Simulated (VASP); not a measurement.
## HgPt: electric field gradients with LDA

HgPt:

```xyz
2
Lattice="3.0101 0.0000 0.0000 0.0000 3.0101 0.0000 0.0000 0.0000 3.8753" Properties=species:S:1:pos:R:3 pbc="T T T"
Hg    0.0000    0.0000    0.0000
Pt    1.5050    1.5050    1.9377
```

| Quantity | Value |
| --- | --- |
| Program | VASP 6.6.1 |
| Task | electric field gradients |
| Functional | LDA |
| Potentials or basis | VASP PAW LDA potentials, release 64 (Hg, Pt) |
| Cutoff | 520 eV |
| k mesh | 12 × 12 × 10 |
| Occupations | fermi-dirac, width 0.03 eV |
| Spin | no spin polarisation |
| Dipole correction | no |
| Further INCAR settings | ALGO = Normal; EDIFF = 1e-08; NBANDS = 18 |

```json
{
 "Pressure": "-6.5 GPa",
 "Band gap on the k mesh": "zero (bands 11 and 12 overlap by 3.52 eV)",
 "Largest electric field gradient by atom": "Hg -99.1; Pt +94.2 V/Å²"
}
```

Stress tensor (GPa, compression positive):
```
-6.69  0.00  0.00
 0.00 -6.69  0.00
 0.00  0.00 -6.16
```

Levels at points of the mesh, in eV from the Fermi level:
```
           k point  band 8  band 9  band 10  band 11  band 12  band 13  band 14  band 15
(0.00, 0.00, 0.00)   -2.88   -1.13    -1.13    -0.85     1.64     6.41     8.28     8.28
(0.50, 0.00, 0.00)   -3.63   -3.50    -2.25    -1.62     0.75     8.62     9.63    10.00
(0.50, 0.50, 0.00)   -1.49   -1.42    -0.05    -0.05    -0.04     3.79     5.02     9.23
(0.00, 0.00, 0.50)   -4.16   -2.20    -2.11    -2.11    -1.00    13.30    13.30    13.97
(0.50, 0.00, 0.50)   -1.71   -1.47    -1.13    -1.06    -1.02     2.49     2.96    13.45
(0.50, 0.50, 0.50)   -4.22   -1.56    -0.03     1.52     4.90     5.88     5.88     5.94
```

Electric field gradients, principal values (V/Å²):
```csv
atom,least,middle,greatest (by size)
1 Hg,49.544,49.544,-99.088
2 Pt,-47.108,-47.108,94.216
```

Wall time 96 s on 1 thread of Oxide Virtual Turin-like Processor, with other jobs on the host, peak memory 0.19 GiB.

Caveat: the cell stands under tension; without QUAD_EFG the Cq values of the log hold for a quadrupole moment of 1 mb, not for the nuclei; spin-orbit coupling is left out, which moves the levels of the heavy elements.
